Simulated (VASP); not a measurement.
# AsI (P6_3/mmc) in VASP: single point with PBE

Aim: the single point of AsI with PBE.

Everything below comes from runs of VASP 6.6.1. Logs are shortened: lines on timing, memory, paths and dates and some standing lists are left out, and cuts for length are marked.

### 1 The cell of the first run

It takes space group P6_3/mmc (No. 194, hexagonal). Conventional cell: a = 4.557 Å, b = 4.557 Å, c = 7.110 Å, α = 90.00°, β = 90.00°, γ = 120.00°. Within 4.2 Å of As (site symmetry -6m2) lie 6 I at 3.18 Å. I (site symmetry -3m) has 6 As at 3.18 Å and 2 I at 3.55 Å within 4.2 Å.

### 2 Single point, PBE

INCAR reads:

```
ALGO = Normal
EDIFF = 1E-6
ENCUT = 520
GGA = PE
ISIF = 2
ISMEAR = 0
LASPH = True
LCHARG = True
LELF = True
LREAL = False
LVHAR = True
LWAVE = False
NBANDS = 20
NELM = 100
PREC = Accurate
SIGMA = 0.1
```

KPOINTS reads:

```
k-points
0
Gamma
  6 6 4
```

POSCAR reads:

```
AsI
1.0
    4.5569275900      0.0000000000      0.0000000000
   -2.2784637900      3.9464150600      0.0000000000
    0.0000000000      0.0000000000      7.1095396800
As I
2 2
Direct
    0.3333333300      0.6666666700      0.2500000000
    0.6666666700      0.3333333300      0.7500000000
    0.0000000000      0.0000000000      0.0000000000
    0.0000000000      0.0000000000      0.5000000000
```

Potentials or basis: VASP PAW PBE potentials, release 64 (As, I).

Started as:

```console
$ cat potpaw_PBE.64/As/POTCAR potpaw_PBE.64/I/POTCAR > POTCAR
$ mpirun -np 1 vasp_std > vasp.out
```

OUTCAR:

```text
EDIFF = 1E-6
   ENCUT = 520
   GGA = PE
   ISIF = 2
   ISMEAR = 0
   LASPH = True
   LREAL = False
   NELM = 100
   PREC = Accurate

 ion  position               nearest neighbor table
   1  0.333  0.667  0.250-   3 3.18   4 3.18   3 3.18   4 3.18   3 3.18   4 3.18
   2  0.667  0.333  0.750-   3 3.18   4 3.18   3 3.18   4 3.18   3 3.18   4 3.18
   3  0.000  0.000  0.000-   1 3.18   2 3.18   2 3.18   1 3.18   2 3.18   1 3.18   4 3.55   4 3.55

   4  0.000  0.000  0.500-   1 3.18   2 3.18   2 3.18   1 3.18   2 3.18   1 3.18   3 3.55   3 3.55

  LATTYP: Found a hexagonal cell.
 ALAT       =     4.5569275900
 C/A-ratio  =     1.5601607749

  Lattice vectors:

 A1 = (   4.5569275900,   0.0000000000,   0.0000000000)
 A2 = (  -2.2784637900,   3.9464150600,   0.0000000000)
 A3 = (   0.0000000000,   0.0000000000,   7.1095396800)

Analysis of symmetry for initial positions (statically):
=====================================================================
 Subroutine PRICEL returns:
 Original cell was already a primitive cell.

 Routine SETGRP: Setting up the symmetry group for a
 hexagonal supercell.

 Subroutine GETGRP returns: Found 24 space group operations
 (whereof 12 operations were pure point group operations)
 out of a pool of 24 trial point group operations.

The static configuration has the point symmetry D_3d.
 The point group associated with its full space group is D_6h.

Analysis of symmetry for dynamics (positions and initial velocities):
=====================================================================
 Subroutine PRICEL returns:
 Original cell was already a primitive cell.

 Routine SETGRP: Setting up the symmetry group for a
 hexagonal supercell.

 Subroutine GETGRP returns: Found 24 space group operations
 (whereof 12 operations were pure point group operations)
 out of a pool of 24 trial point group operations.

The dynamic configuration has the point symmetry D_3d.
 The point group associated with its full space group is D_6h.

 Subroutine INISYM returns: Found 24 space group operations
 (whereof 12 operations are pure point group operations),
 and found     1 'primitive' translations

----------------------------------------------------------------------------------------

                                     Primitive cell

  volume of cell :     127.8546

  direct lattice vectors                    reciprocal lattice vectors
     4.556927590  0.000000000  0.000000000     0.219446103  0.126697266  0.000000000
    -2.278463790  3.946415060  0.000000000     0.000000000  0.253394533  0.000000000
     0.000000000  0.000000000  7.109539680     0.000000000  0.000000000  0.140656083

  length of vectors
     4.556927590  4.556927591  7.109539680     0.253394533  0.253394533  0.140656083

  position of ions in fractional coordinates (direct lattice)
     0.333333330  0.666666670  0.250000000
     0.666666670  0.333333330  0.750000000
     0.000000000  0.000000000  0.000000000
     0.000000000  0.000000000  0.500000000

  ion indices of the primitive-cell ions
   primitive index   ion index
                 1           1
                 2           2
                 3           3
                 4           4

----------------------------------------------------------------------------------------

 KPOINTS: k-points

Automatic generation of k-mesh.
 Grid dimensions read from file:
 generate k-points for:    6    6    4

 Generating k-lattice:

  Cartesian coordinates                     Fractional coordinates (reciprocal lattice)
     0.036574350  0.021116211  0.000000000     0.166666667  0.000000000  0.000000000
     0.000000000  0.042232422  0.000000000     0.000000000  0.166666667  0.000000000
     0.000000000  0.000000000  0.035164021     0.000000000  0.000000000  0.250000000

  Length of vectors
     0.042232422  0.042232422  0.035164021

  Shift w.r.t. Gamma in fractional coordinates (k-lattice)
     0.000000000  0.000000000  0.000000000

 Subroutine IBZKPT returns following result:
 ===========================================

 Found     21 irreducible k-points:

 Following reciprocal coordinates:
            Coordinates               Weight
  0.000000  0.000000  0.000000      1.000000
  0.166667 -0.000000  0.000000      6.000000
  0.333333  0.000000  0.000000      6.000000
  0.500000 -0.000000  0.000000      3.000000
  0.166667  0.166667  0.000000      6.000000
  0.333333  0.166667  0.000000     12.000000
[... 13 lines left out ...]
  0.333333  0.166667  0.500000     12.000000
  0.333333  0.333333  0.500000      2.000000
   k-points           NKPTS =     21   k-points in BZ     NKDIM =     21   number of bands    NBANDS=     20
   number of dos      NEDOS =    301   number of ions     NIONS =      4
   total plane-waves  NPLWV =  69984
   dimension x,y,z NGX =    36 NGY =   36 NGZ =   54
   dimension x,y,z NGXF=    72 NGYF=   72 NGZF=  108
   ions per type =               2   2
   NGX,Y,Z   is equivalent  to a cutoff of  13.13, 13.13, 12.63 a.u.
   NGXF,Y,Z  is equivalent  to a cutoff of  26.27, 26.27, 25.25 a.u.
 SYSTEM =  unknown system
   PREC   = accura    normal or accurate (medium, high low for compatibility)
   ISTART =      0    job   : 0-new  1-cont  2-samecut
   ICHARG =      2    charge: 1-file 2-atom 10-const
   ISPIN  =      1    spin polarized calculation?
   LNONCOLLINEAR =      F non collinear calculations
   LSORBIT =      F    spin-orbit coupling
   LASPH  =      T    aspherical Exc in radial PAW
   ENCUT  =  520.0 eV  38.22 Ry    6.18 a.u.   8.47  8.47 13.22*2*pi/ulx,y,z
   NELM   =    100;   NELMIN=  2; NELMDL= -5     # of ELM steps
   EDIFF  = 0.1E-05   stopping-criterion for ELM
   LREAL  =      F    real-space projection
   EDIFFG = 0.1E-04   stopping-criterion for IOM
   NSW    =      0    number of steps for IOM
   IBRION =     -1    ionic relax: 0-MD 1-quasi-New 2-CG
   NFREE  =      0    steps in history (QN), initial steepest desc. (CG)
   ISIF   =      2    stress and relaxation
   ISYM   =      2    0-nonsym 1-usesym 2-fastsym
   POTIM  = 0.5000    time-step for ionic-motion
   TEBEG  =    0.0;   TEEND  =   0.0 temperature during run
   PSTRESS=    0.0 pullay stress
   NELECT =      24.0000    total number of electrons
   NUPDOWN=      -1.0000    fix difference up-down
   EMIN   =  10.00;   EMAX   =-10.00  energy-range for DOS
   EFERMI =   0.00;   METHOD = LEGACY
   ISMEAR =     0;   SIGMA  =   0.10  broadening in eV -4-tet -1-fermi 0-gaus
   EFERMI_NEDOS =   21; number of points for ismear=-14 and -15
   IALGO  =     38    algorithm
   IMIX   =      4    mixing-type and parameters
     AMIX     =   0.40;   BMIX     =  1.00
     AMIX_MAG =   1.60;   BMIX_MAG =  1.00
  volume/ion in A,a.u.               =      31.96       215.70
  Fermi-wavevector in a.u.,A,eV,Ry     =   0.937360  1.771354 11.954676  0.878644
  Thomas-Fermi vector in A             =   2.064463
   LORBIT       =      0    0 simple, 1 ext, 2 COOP (PROOUT), +10 PAW based schemes
   GGA     = PE    functional components
   LHFCALC =     F    Hartree Fock is set to
   AEXX    =    0.0000 exact exchange contribution
   IVDW    =     0    specifies the selected vdW correction
   LEPSILON=     F    determine dielectric tensor
   LRPA    =     F    only Hartree local field effects (RPA)
 non-spin polarized calculation
 Gauss-broadening in eV      SIGMA  =   0.10
  energy-cutoff  :      520.00
  volume of cell :      127.85
 maximum number of plane-waves:      3470
 NGX is ok and might be reduce to    36
   NGX = 17   NGY = 17   NGZ = 27

 number of electron      23.9999997 magnetization

 Free energy of the ion-electron system (eV)
  ---------------------------------------------------
  ext. energy  EPLUGINS =         0.00000000
  ---------------------------------------------------
  free energy    TOTEN  =        -9.53948316 eV

  energy without entropy =       -9.51459924  energy(sigma->0) =       -9.52704120

 E-fermi :   4.3477     XC(G=0):  -8.8590

 val. band max:        4.2982545448   @ k =   0.3333   0.0000   0.5000
 cond. band min:       4.3540950616   @ k =   0.0000   0.0000   0.5000
 fundamental gap:      0.0558405168
 Fermi energy:         4.3477429043

 k-point     1 :       0.0000    0.0000    0.0000
  band No.  band energies     occupation
      1     -10.1250      2.00000
      2      -8.9183      2.00000
      3      -6.2149      2.00000
      4      -4.7128      2.00000
      5       0.6808      2.00000
      6       0.6808      2.00000
[... 12 lines left out ...]
     19       9.5895      0.00000
     20      10.2323      0.00000

 k-point     2 :       0.1667   -0.0000    0.0000
  band No.  band energies     occupation
      1      -9.9983      2.00000
      2      -8.8580      2.00000
      3      -6.1204      2.00000
      4      -5.0609      2.00000
      5       0.0292      2.00000
      6       0.4202      2.00000
[... 12 lines left out ...]
     19      10.1838      0.00000
     20      10.7890      0.00000

 k-point     3 :       0.3333    0.0000    0.0000
  band No.  band energies     occupation
      1      -9.6993      2.00000
      2      -8.7310      2.00000
      3      -6.0415      2.00000
      4      -5.5987      2.00000
      5      -1.0013      2.00000
      6      -0.0972      2.00000
[... 12 lines left out ...]
     19      11.2605      0.00000
     20      11.6417      0.00000

 k-point     4 :       0.5000   -0.0000    0.0000
  band No.  band energies     occupation
      1      -9.5152      2.00000
      2      -8.6638      2.00000
      3      -6.2664      2.00000
      4      -5.5938      2.00000
      5      -1.4284      2.00000
      6      -0.4973      2.00000
[... 360 lines left out ...]
 k-point    20 :       0.3333    0.1667    0.5000
  band No.  band energies     occupation
      1      -9.1430      2.00000
      2      -9.1430      2.00000
      3      -5.9165      2.00000
      4      -5.9165      2.00000
      5      -0.4404      2.00000
      6      -0.4404      2.00000
[... 12 lines left out ...]
     19      11.5058      0.00000
     20      11.5058      0.00000

 k-point    21 :       0.3333    0.3333    0.5000
  band No.  band energies     occupation
      1      -9.0661      2.00000
      2      -9.0661      2.00000
      3      -6.0012      2.00000
      4      -6.0012      2.00000
      5      -0.7806      2.00000
      6      -0.7806      2.00000
[... 12 lines left out ...]
     19      10.6627      0.00000
     20      10.6627      0.00000

------------------------ aborting loop because EDIFF is reached ----------------------------------------

  FORCE on cell =-STRESS in cart. coord.  units (eV):
  Direction    XX          YY          ZZ          XY          YZ          ZX
  --------------------------------------------------------------------------------------
  -------------------------------------------------------------------------------------
  Total       -3.3053601     -3.3053601      2.4403604     -0.0000000      0.0000000      0.0000000
  in kB      -41.4202768    -41.4202769     30.5807541     -0.0000001      0.0000000      0.0000000
  external PRESSURE =     -17.4199332 kB  Pullay stress =       0.0000000 kB

 VOLUME and BASIS-vectors are now :
 -----------------------------------------------------------------------------
  energy-cutoff  :      520.00
  volume of cell :      127.85
      direct lattice vectors                 reciprocal lattice vectors
     4.556927590  0.000000000  0.000000000     0.219446103  0.126697266  0.000000000
    -2.278463790  3.946415060  0.000000000     0.000000000  0.253394533  0.000000000
     0.000000000  0.000000000  7.109539680     0.000000000  0.000000000  0.140656083

 POSITION                                       TOTAL-FORCE (eV/Angst)
 -----------------------------------------------------------------------------------
     -0.00000      2.63094      1.77738         0.000000     -0.000000      0.000000
      2.27846      1.31547      5.33215        -0.000000      0.000000      0.000000
      0.00000      0.00000      0.00000         0.000000      0.000000      0.000000
      0.00000      0.00000      3.55477         0.000000      0.000000      0.000000
 -----------------------------------------------------------------------------------
    total drift:                               -0.000004      0.000003     -0.000000

  FREE ENERGIE OF THE ION-ELECTRON SYSTEM (eV)
  ---------------------------------------------------
  free  energy   TOTEN  =        -9.5394831554 eV

  energy  without entropy=       -9.5145992421  energy(sigma->0) =       -9.52704120
```

Wall time 49 s (1 thread of Intel Xeon Platinum 8375C at 2.90GHz (Ice Lake), shared host); peak memory 0.26 GiB.

What came out:

| Quantity | Value |
| --- | --- |
| Free energy | -9.5395 eV |
| Pressure | -1.7 GPa |
| Band gap on the k mesh | zero (band 12 reaches 5.18 eV, above the bottom of band 13 at 3.35 eV) |

Stress tensor (GPa, compression positive):
```
-4.14  0.00  0.00
 0.00 -4.14  0.00
 0.00  0.00  3.06
```

Caveat: spin-orbit coupling is left out, which moves the levels of the heavy elements.
